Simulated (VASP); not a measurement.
# S (R-3) in VASP: a series of runs

S is run at these levels: PBEsol; tasks: single point, relaxation of cell and atoms.

All numbers are computed with VASP 6.6.1; they aren't measurements. Logs are shortened: lines on timing, memory, paths and dates and some standing lists are left out, and cuts for length are marked.

## Step 1: The cell of the first run

The structure is trigonal, space group R-3 (No. 148). The conventional cell has a = 10.420 Å, b = 10.420 Å, c = 4.375 Å, α = 90.00°, β = 90.00°, γ = 120.00°. S (site symmetry 1) has 2 S at 2.08 Å within 2.7 Å.

## Step 2: Single point, PBEsol

Contents of INCAR:

```
  PREC = Accurate
  ENCUT = 520
  EDIFF = 1E-7
  ISMEAR = -1
  SIGMA = 0.05
  LREAL = F
  LASPH = T
  NELM = 60
  ALGO = Normal
  ISIF = 2
  LWAVE = F
  LCHARG = T
  GGA = PS
  LELF = T
  LVHAR = T
  NBANDS = 27
```

Contents of KPOINTS:

```
Automatic mesh
0
Gamma
  5 5 5
```

Contents of POSCAR:

```
S
1.0
    5.2101971411      3.0081087220      1.4581843531
   -5.2101971411      3.0081087220      1.4581843531
    0.0000000000     -6.0162174439      1.4581843531
S
6
Direct
    0.5942797293      0.3537075641      0.2432629350
    0.2432629350      0.5942797293      0.3537075641
    0.3537075641      0.2432629350      0.5942797293
    0.4057202707      0.6462924359      0.7567370650
    0.7567370650      0.4057202707      0.6462924359
    0.6462924359      0.7567370650      0.4057202707
```

Potentials or basis: VASP PAW PBE potentials, release 64 (S).

On the command line:

```console
$ cat potpaw_PBE.64/S/POTCAR > POTCAR
$ mpirun -np 1 vasp_std > vasp.out
```

OUTCAR:

```text
PREC = Accurate
   ENCUT = 520
   EDIFF = 1E-7
   ISMEAR = -1
   LREAL = F
   LASPH = T
   NELM = 60
   ISIF = 2
   GGA = PS

 ion  position               nearest neighbor table
   1  0.594  0.354  0.243-   5 2.08   6 2.08
   2  0.243  0.594  0.354-   4 2.08   6 2.08
   3  0.354  0.243  0.594-   4 2.08   5 2.08
   4  0.406  0.646  0.757-   2 2.08   3 2.08
   5  0.757  0.406  0.646-   1 2.08   3 2.08
   6  0.646  0.757  0.406-   1 2.08   2 2.08

  LATTYP: Found a trigonal (rhomboedric) cell.
 ALAT       =     6.1904098362
 COS(alpha) =    -0.4167704931

  Lattice vectors:

 A1 = (   5.2101971411,   3.0081087220,   1.4581843531)
 A2 = (  -5.2101971411,   3.0081087220,   1.4581843531)
 A3 = (   0.0000000000,  -6.0162174439,   1.4581843531)

Analysis of symmetry for initial positions (statically):
=====================================================================
 Subroutine PRICEL returns:
 Original cell was already a primitive cell.

 Routine SETGRP: Setting up the symmetry group for a
 trigonal (rhombohedral) supercell.

 Subroutine GETGRP returns: Found  6 space group operations
 (whereof  6 operations were pure point group operations)
 out of a pool of 12 trial point group operations.

The static configuration has the point symmetry S_6 .

Analysis of symmetry for dynamics (positions and initial velocities):
=====================================================================
 Subroutine PRICEL returns:
 Original cell was already a primitive cell.

 Routine SETGRP: Setting up the symmetry group for a
 trigonal (rhombohedral) supercell.

 Subroutine GETGRP returns: Found  6 space group operations
 (whereof  6 operations were pure point group operations)
 out of a pool of 12 trial point group operations.

The dynamic configuration has the point symmetry S_6 .

 Subroutine INISYM returns: Found  6 space group operations
 (whereof  6 operations are pure point group operations),
 and found     1 'primitive' translations

----------------------------------------------------------------------------------------

                                     Primitive cell

  volume of cell :     137.1233

  direct lattice vectors                    reciprocal lattice vectors
     5.210197141  3.008108722  1.458184353     0.095965659  0.055405799  0.228594781
    -5.210197141  3.008108722  1.458184353    -0.095965659  0.055405799  0.228594781
     0.000000000 -6.016217444  1.458184353     0.000000000 -0.110811598  0.228594781

  length of vectors
     6.190409836  6.190409836  6.190409836     0.254036974  0.254036974  0.254036974

  position of ions in fractional coordinates (direct lattice)
     0.594279729  0.353707564  0.243262935
     0.243262935  0.594279729  0.353707564
     0.353707564  0.243262935  0.594279729
     0.405720271  0.646292436  0.756737065
     0.756737065  0.405720271  0.646292436
     0.646292436  0.756737065  0.405720271

  ion indices of the primitive-cell ions
   primitive index   ion index
                 1           1
                 2           2
                 3           3
                 4           4
                 5           5
                 6           6

----------------------------------------------------------------------------------------

 KPOINTS: Automatic mesh

Automatic generation of k-mesh.
 Grid dimensions read from file:
 generate k-points for:    5    5    5

 Generating k-lattice:

  Cartesian coordinates                     Fractional coordinates (reciprocal lattice)
     0.019193132  0.011081160  0.045718956     0.200000000  0.000000000  0.000000000
    -0.019193132  0.011081160  0.045718956     0.000000000  0.200000000  0.000000000
     0.000000000 -0.022162320  0.045718956     0.000000000  0.000000000  0.200000000

  Length of vectors
     0.050807395  0.050807395  0.050807395

  Shift w.r.t. Gamma in fractional coordinates (k-lattice)
     0.000000000  0.000000000  0.000000000

 Subroutine IBZKPT returns following result:
 ===========================================

 Found     23 irreducible k-points:

 Following reciprocal coordinates:
            Coordinates               Weight
  0.000000  0.000000  0.000000      1.000000
  0.200000  0.000000  0.000000      6.000000
  0.400000  0.000000  0.000000      6.000000
  0.200000  0.200000  0.000000      6.000000
  0.400000  0.200000  0.000000      6.000000
 -0.400000 -0.000000 -0.200000      6.000000
[... 15 lines left out ...]
  0.400000  0.400000  0.400000      2.000000
 -0.400000  0.400000  0.400000      6.000000
   k-points           NKPTS =     23   k-points in BZ     NKDIM =     23   number of bands    NBANDS=     27
   number of dos      NEDOS =    301   number of ions     NIONS =      6
   total plane-waves  NPLWV = 110592
   dimension x,y,z NGX =    48 NGY =   48 NGZ =   48
   dimension x,y,z NGXF=    96 NGYF=   96 NGZF=   96
   ions per type =               6
   NGX,Y,Z   is equivalent  to a cutoff of  12.89, 12.89, 12.89 a.u.
[... 65 lines left out ...]

 k-point     1 :       0.0000    0.0000    0.0000
  band No.  band energies     occupation
      1     -13.7106      2.00000
      2     -11.6216      2.00000
      3     -11.6216      2.00000
      4      -8.5742      2.00000
      5      -8.5742      2.00000
      6      -5.8983      2.00000
[... 19 lines left out ...]
     26       9.8241      0.00000
     27       9.9838      0.00000

 k-point     2 :       0.2000    0.0000    0.0000
  band No.  band energies     occupation
      1     -13.6314      2.00000
      2     -11.7001      2.00000
      3     -11.6312      2.00000
      4      -8.5754      2.00000
      5      -8.4525      2.00000
      6      -5.9644      2.00000
[... 19 lines left out ...]
     26       9.8277      0.00000
     27      10.1248      0.00000

 k-point     3 :       0.4000    0.0000    0.0000
  band No.  band energies     occupation
      1     -13.4881      2.00000
      2     -11.8359      2.00000
      3     -11.6469      2.00000
      4      -8.5749      2.00000
      5      -8.2477      2.00000
      6      -6.1210      2.00000
[... 19 lines left out ...]
     26      10.4594      0.00000
     27      10.7244      0.00000

 k-point     4 :       0.2000    0.2000    0.0000
  band No.  band energies     occupation
      1     -13.5188      2.00000
      2     -11.7385      2.00000
      3     -11.6795      2.00000
      4      -8.4847      2.00000
      5      -8.3722      2.00000
      6      -6.1445      2.00000
[... 19 lines left out ...]
     26      10.3662      0.00000
     27      10.6864      0.00000

 k-point     5 :       0.4000    0.2000    0.0000
  band No.  band energies     occupation
      1     -13.4361      2.00000
      2     -11.8980      2.00000
      3     -11.7001      2.00000
      4      -8.5226      2.00000
      5      -8.2525      2.00000
      6      -6.0687      2.00000
[... 19 lines left out ...]
     26      10.2948      0.00000
     27      11.1125      0.00000

 k-point     6 :      -0.4000   -0.0000   -0.2000
  band No.  band energies     occupation
      1     -13.4363      2.00000
      2     -11.8915      2.00000
      3     -11.7069      2.00000
      4      -8.5529      2.00000
      5      -8.2120      2.00000
      6      -6.0836      2.00000
[... 414 lines left out ...]
      1     -13.4347      2.00000
      2     -11.8617      2.00000
      3     -11.7224      2.00000
      4      -8.5137      2.00000
      5      -8.4048      2.00000
      6      -5.8353      2.00000
[... 19 lines left out ...]
     26      10.6519      0.00000
     27      11.2005      0.00000

 k-point    21 :      -0.4000   -0.4000    0.2000
  band No.  band energies     occupation
      1     -13.3760      2.00000
      2     -11.9336      2.00000
      3     -11.7607      2.00000
      4      -8.5913      2.00000
      5      -8.3447      2.00000
      6      -5.6639      2.00000
[... 19 lines left out ...]
     26      10.3213      0.00000
     27      11.1779      0.00000

 k-point    22 :       0.4000    0.4000    0.4000
  band No.  band energies     occupation
      1     -13.3534      2.00000
      2     -11.9602      2.00000
      3     -11.9602      2.00000
      4      -8.4561      2.00000
      5      -8.4561      2.00000
      6      -5.3196      2.00000
[... 19 lines left out ...]
     26      10.3930      0.00000
     27      10.3930      0.00000

 k-point    23 :      -0.4000    0.4000    0.4000
  band No.  band energies     occupation
      1     -13.3365      2.00000
      2     -11.8949      2.00000
      3     -11.8658      2.00000
      4      -8.5392      2.00000
      5      -8.4791      2.00000
      6      -5.3987      2.00000
[... 19 lines left out ...]
     26      10.6286      0.00000
     27      10.9855      0.00000

------------------------ aborting loop because EDIFF is reached ----------------------------------------

  FORCE on cell =-STRESS in cart. coord.  units (eV):
  Direction    XX          YY          ZZ          XY          YZ          ZX
  --------------------------------------------------------------------------------------
  -------------------------------------------------------------------------------------
  Total       -0.4226003     -0.4226003     -0.1985283     -0.0000000     -0.0000000      0.0000000
  in kB       -4.9377494     -4.9377494     -2.3196458     -0.0000001     -0.0000000      0.0000000
  external PRESSURE =      -4.0650482 kB  Pullay stress =       0.0000000 kB

 VOLUME and BASIS-vectors are now :
 -----------------------------------------------------------------------------
  energy-cutoff  :      520.00
  volume of cell :      137.12
      direct lattice vectors                 reciprocal lattice vectors
     5.210197141  3.008108722  1.458184353     0.095965659  0.055405799  0.228594781
    -5.210197141  3.008108722  1.458184353    -0.095965659  0.055405799  0.228594781
     0.000000000 -6.016217444  1.458184353     0.000000000 -0.110811598  0.228594781

 POSITION                                       TOTAL-FORCE (eV/Angst)
 -----------------------------------------------------------------------------------
      1.25343      1.38813      1.73706        -0.051716     -0.060792      0.070215
     -1.82887      0.39144      1.73706         0.078505     -0.014391      0.070215
      0.57544     -1.77956      1.73706        -0.026790      0.075183      0.070215
     -1.25343     -1.38813      2.63749         0.051716      0.060792     -0.070215
      1.82887     -0.39144      2.63749        -0.078505      0.014391     -0.070215
     -0.57544      1.77956      2.63749         0.026790     -0.075183     -0.070215
 -----------------------------------------------------------------------------------
    total drift:                               -0.000000     -0.000000      0.000000

  FREE ENERGIE OF THE ION-ELECTRON SYSTEM (eV)
  ---------------------------------------------------
  free  energy   TOTEN  =       -26.1049728514 eV

  energy  without entropy=      -26.1049728510  energy(sigma->0) =      -26.10497285
```

Wall time 56 s (1 thread of Intel Xeon Platinum 8488C (Sapphire Rapids), shared host); peak memory 0.31 GiB.

What came out:

| Property | Result |
| --- | --- |
| Free energy | -26.1050 eV |
| Pressure | -0.4 GPa |
| Largest force | 0.106 eV/Å |
| Band gap on the k mesh | 2.13 eV (least direct gap 2.22 eV) |

Forces in eV/Å, atoms in the order of the input:
```
S   -0.052 -0.061  0.070
S    0.079 -0.014  0.070
S   -0.027  0.075  0.070
S    0.052  0.061 -0.070
S   -0.079  0.014 -0.070
S    0.027 -0.075 -0.070
```

Caveat: this functional lacks dispersion, which holds the molecules together, so the pressure and a relaxed volume are unreliable; the PAW data sets were made with another functional, which shifts forces and pressure a little.

## Step 3: Relaxation of cell and atoms, PBEsol

This run uses another cell than the first one, of 23.56 Å³/atom.

Contents of INCAR:

```
SYSTEM = S
ALGO     = Normal         ! electronic algorithm
EDIFF    = 1E-6           ! SCF threshold, eV
EDIFFG   = -0.01          ! ionic threshold
ENCUT    = 600            ! plane-wave cutoff, eV
GGA      = PS             ! functional
IBRION   = 2              ! ionic algorithm
ISIF     = 3              ! what is computed and relaxed
ISMEAR   = -1             ! smearing method
LASPH    = .True.         ! aspherical terms in the spheres
LCHARG   = .False.        ! write CHGCAR
LREAL    = .False.        ! projectors in reciprocal space
LWAVE    = .False.        ! write WAVECAR
NELM     = 60             ! most SCF steps
NSW      = 80             ! ionic steps
PREC     = Accurate       ! precision mode
SIGMA    = 0.05           ! smearing width, eV
```

Contents of KPOINTS:

```
k-points
0
Gamma
  5 5 5
  0 0 0
```

Contents of POSCAR:

```
S
1.0
    5.3830001089      3.1078765619      1.4083300000
   -5.3830001089      3.1078765619      1.4083300000
    0.0000000000     -6.2157531238      1.4083300000
S
6
Direct
    0.5845000000      0.3510000000      0.2465000000
    0.2465000000      0.5845000000      0.3510000000
    0.3510000000      0.2465000000      0.5845000000
    0.4155000000      0.6490000000      0.7535000000
    0.7535000000      0.4155000000      0.6490000000
    0.6490000000      0.7535000000      0.4155000000
```

Potentials or basis: VASP PAW PBE potentials, release 64 (S).

On the command line:

```console
$ cat potpaw_PBE.64/S/POTCAR > POTCAR
$ mpirun -np 1 vasp_std > vasp.out
```

Run time: 13 min. Hardware: 1 thread of Intel Xeon Platinum 8488C (Sapphire Rapids), shared host; peak memory 0.42 GiB.

The run converged. Its results:

```yaml
Free_energy: -26.1089 eV
Relaxed_volume: 23.02 Å³/atom
Relaxed_cell: a = 6.222 Å, b = 6.222 Å, c = 6.222 Å, α = 114.72°, β = 114.72°, γ = 114.72°
Space_group_after_relaxing_to_0.1_Å: R-3 (No. 148)
Energy_gained_by_relaxing: 3.6 meV/atom
Ionic_steps: 16
Pressure_after_relaxing: 0.0 GPa
Largest_force_after_relaxing: 0.009 eV/Å
Band_gap_on_the_k_mesh: 2.14 eV (least direct gap 2.21 eV)
```

Forces on the atoms (eV/Å):
```
S    0.005  0.002 -0.008
S   -0.004  0.003 -0.008
S    0.000 -0.005 -0.008
S   -0.005 -0.002  0.008
S    0.004 -0.003  0.008
S    0.000  0.005  0.008
```

Step by step:
| step | energy change (eV) | largest force (eV/Å) | pressure (GPa) | volume (Å³) |
| --- | --- | --- | --- | --- |
| 1 | 0.0000 | 0.0571 | -0.32 | 141.37 |
| 2 | -0.0018 | 0.1239 | 0.16 | 140.41 |
| 3 | -0.0018 | 0.1232 | 0.16 | 140.41 |
| 4 | -0.0033 | 0.1190 | 0.15 | 140.16 |
| 5 | -0.0073 | 0.1067 | 0.14 | 139.40 |
| 6 | -0.0137 | 0.0849 | 0.15 | 137.89 |
| 7 | -0.0189 | 0.0659 | 0.26 | 134.87 |
| 8 | -0.0172 | 0.1485 | -0.57 | 135.92 |
| 9 | -0.0196 | 0.0242 | -0.03 | 135.24 |
| 10 | -0.0201 | 0.0136 | 0.04 | 135.33 |
| 11 | -0.0201 | 0.0187 | 0.06 | 135.35 |
| 12 | -0.0204 | 0.0150 | 0.06 | 135.60 |
| 13 | -0.0209 | 0.0097 | 0.06 | 136.35 |
| 14 | -0.0213 | 0.0319 | 0.07 | 137.83 |
| 15 | -0.0213 | 0.0062 | -0.05 | 138.18 |
| 16 | -0.0213 | 0.0093 | -0.03 | 138.13 |

Final structure:
```cif
data_structure
_symmetry_space_group_name_H-M 'P 1'
_symmetry_Int_Tables_number 1
_cell_length_a 6.2219
_cell_length_b 6.2219
_cell_length_c 6.2219
_cell_angle_alpha 114.724
_cell_angle_beta 114.724
_cell_angle_gamma 114.724
_cell_volume 138.13
loop_
_atom_site_label
_atom_site_type_symbol
_atom_site_fract_x
_atom_site_fract_y
_atom_site_fract_z
_atom_site_occupancy
S1 S 0.59308 0.35434 0.24486 1
S2 S 0.24486 0.59308 0.35434 1
S3 S 0.35434 0.24486 0.59308 1
S4 S 0.40692 0.64566 0.75514 1
S5 S 0.75514 0.40692 0.64566 1
S6 S 0.64566 0.75514 0.40692 1
```

Levels at points of the mesh, in eV from the valence-band top:
```tsv
k point	band 14	band 15	band 16	band 17	band 18	band 19	band 20	band 21	band 22
(0.00, 0.00, 0.00)	-1.09	-0.84	-0.84	-0.66	-0.66	2.51	2.51	3.50	3.50
```

Caveat: this functional lacks dispersion, which holds the molecules together, so the pressure and a relaxed volume are unreliable; the PAW data sets were made with another functional, which shifts forces and pressure a little. A k mesh can miss the band edges.

## Step 4: Single point, PBEsol

Contents of INCAR:

```
SYSTEM = S
ALGO = Normal
EDIFF = 1E-7
ENCUT = 520
GGA = PS
ISIF = 2
ISMEAR = -1
LASPH = .True.
LCHARG = .False.
LREAL = .False.
LWAVE = .False.
NBANDS = 27
NELM = 60
PREC = Accurate
SIGMA = 0.05
```

Contents of KPOINTS:

```
k-points
0
Gamma
  8 8 8
  0 0 0
```

Contents of POSCAR:

```
S
1.0
    5.2101971411      3.0081087220      1.4581843531
   -5.2101971411      3.0081087220      1.4581843531
    0.0000000000     -6.0162174439      1.4581843531
S
6
Direct
    0.5942797293      0.3537075641      0.2432629350
    0.2432629350      0.5942797293      0.3537075641
    0.3537075641      0.2432629350      0.5942797293
    0.4057202707      0.6462924359      0.7567370650
    0.7567370650      0.4057202707      0.6462924359
    0.6462924359      0.7567370650      0.4057202707
```

On the command line:

```console
$ cat potpaw_PBE.64/S/POTCAR > POTCAR
$ mpirun -np 1 vasp_std > vasp.out
```

It took 3.4 min on 1 thread of Intel Xeon Platinum 8488C (Sapphire Rapids), shared host; peak memory 0.44 GiB.

It converged, with:

| Item | Value |
| --- | --- |
| Free energy | -26.1049 eV |
| Pressure | -0.4 GPa |
| Largest force | 0.106 eV/Å |
| Band gap on the k mesh | 2.04 eV (least direct gap 2.15 eV) |

Forces in eV/Å, atoms in the order of the input:
```
S   -0.052 -0.061  0.070
S    0.078 -0.014  0.070
S   -0.027  0.075  0.070
S    0.052  0.061 -0.070
S   -0.078  0.014 -0.070
S    0.027 -0.075 -0.070
```

Stress tensor (GPa, compression positive):
```
-0.49  0.00  0.00
 0.00 -0.49  0.00
 0.00  0.00 -0.23
```

Levels at points of the mesh, in eV from the valence-band top:
```tsv
k point	band 15	band 16	band 17	band 18	band 19	band 20	band 21	band 22
(0.00, 0.00, 0.00)	-0.89	-0.89	-0.69	-0.69	2.47	2.47	3.44	3.44
(0.50, 0.00, 0.00)	-1.26	-0.98	-0.45	-0.12	2.50	2.90	3.08	3.84
(0.50, 0.50, 0.00)	-1.32	-1.18	-0.96	-0.45	2.24	2.72	3.23	3.34
(0.50, 0.50, 0.50)	-1.51	-1.16	-1.16	0.00	2.15	2.15	2.78	4.19
```

Caveat: this functional lacks dispersion, which holds the molecules together, so the pressure and a relaxed volume are unreliable; the PAW data sets were made with another functional, which shifts forces and pressure a little.

## Step 5: The runs side by side

```csv
task,cell,k mesh,cutoff (eV),gap on the mesh (eV),pressure (GPa),largest force (eV/Å)
single point,"a = 6.190 Å, angles 114.6°, 6 atoms, atomic positions A",5 × 5 × 5,520,2.13,-0.4,0.11
relaxation of cell and atoms,"relaxed from a = 6.373 Å, angles 115.3°, 6 atoms, atomic positions B",5 × 5 × 5,600,2.14,0.0,0.01
single point,"a = 6.190 Å, angles 114.6°, 6 atoms, atomic positions A",8 × 8 × 8,520,2.04,-0.4,0.11
```

Alike in all rows: level PBEsol; potentials or basis VASP PAW PBE potentials, release 64 (S); no spin polarisation; smearing fermi-dirac 0.05 eV.

Caveats: this functional lacks dispersion, which holds the molecules together, so the pressure and a relaxed volume are unreliable; the PAW data sets were made with another functional, which shifts forces and pressure a little.

Total energies depend on the potentials used, so only differences within one code and one set of settings carry meaning.
